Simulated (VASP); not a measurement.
The system is V.

```
V
1.0
    -1.47999    1.47999    1.47999
     1.47999   -1.47999    1.47999
     1.47999    1.47999   -1.47999
V
1
Direct
  0.00000 0.00000 0.00000
```

Base run:

```yaml
Program: VASP 6.6.1
Functional: PBE
Potentials_or_basis: VASP PAW PBE potentials, release 64 (V_sv)
Cutoff: 520 eV
k_mesh: 12 × 12 × 12
Occupations: fermi-dirac, width 0.05 eV
Spin: no spin polarisation
```

Its results: pressure 7.4 GPa.

Problem. The run is repeated on the same cell with these changes: functional from PBE to r2SCAN. What comes out?

Solution. Pressure 5.4 GPa.

Caveats: the PAW data sets were made with another functional, which shifts forces and pressure a little (some runs).
